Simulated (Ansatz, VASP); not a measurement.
# Two plane-wave programs on Os

File INCAR:

```
PREC = Accurate
ENCUT = 520
EDIFF = 1E-7
ISMEAR = 0
SIGMA = 0.15
LREAL = F
LASPH = T
NELM = 80
ALGO = Normal
ISIF = 2
LWAVE = F
LCHARG = F
GGA = PS
NBANDS = 10
```

Contents of KPOINTS:

```
Automatic mesh
0
Gamma
  20 20 20
```

File POSCAR:

```
Os
1.0
    0.0000000000      1.9936250000      1.9450000000
    1.9936250000      0.0000000000      1.9450000000
    1.9936250000      1.9936250000      0.0000000000
Os
1
Direct
    0.0000000000      0.0000000000      0.0000000000
```

Input for Ansatz:

```yaml
crystal:
  lattice:
    - [0.0, 1.993625, 1.945]
    - [1.993625, 0.0, 1.945]
    - [1.993625, 1.993625, 0.0]
  atoms:
    - { symbol: Os, position: [0.0, 0.0, 0.0] }
basis:
  ecutwfc: 420
kpoints:
  mp_grid: { grid: [20, 20, 20] }
hamiltonian:
  xc: pbesol
scf:
  occupations: { method: gaussian, width: 0.15 }
output:
  forces: true
  stress: true
  eigenvalues: true
  write_density: true
  write_potential: true
  elf: true
  volumetric_format: npy
```

Change from the starting cell: strain +0.025 along x and y, +0.000 along z, atoms carried along.

Alike in both runs: task single point; functional PBEsol; k mesh 20 × 20 × 20; occupations gaussian, width 0.15 eV; no spin polarisation.

|  | VASP | Ansatz |
| --- | --- | --- |
| version | VASP 6.6.1 | Ansatz 0.2.0 |
| potentials or method | VASP PAW PBE potentials, release 64 (Os), cutoff 520 eV | scalar-relativistic, plane waves, PAW |
| valence electrons in the cell | 8 | 16 |

Ansatz gave:

```
gap on the k mesh at the Fermi level (eV)                     : none
pressure (GPa)                                                : -34.1
traceless stress, the component that is largest in VASP (GPa) : 4.33
```

Q: What did VASP give for the same quantities?

A: gap on the k mesh at the Fermi level (eV): none; pressure (GPa): -34.4; traceless stress, the component that is largest in VASP (GPa): 4.33.

VASP's potentials were made for PBE, not for PBEsol. A gap of «none» marks a metal or a gap that the smearing closes. Both programs put the cell under strong tension, so it lies far from rest at this level. VASP's potentials hold 8 valence electrons a cell and Ansatz's 16, so a difference there can come from the potentials and not from the codes.

Spin-orbit coupling is off throughout. Noted on VASP's run: the cell as given lies far from equilibrium.
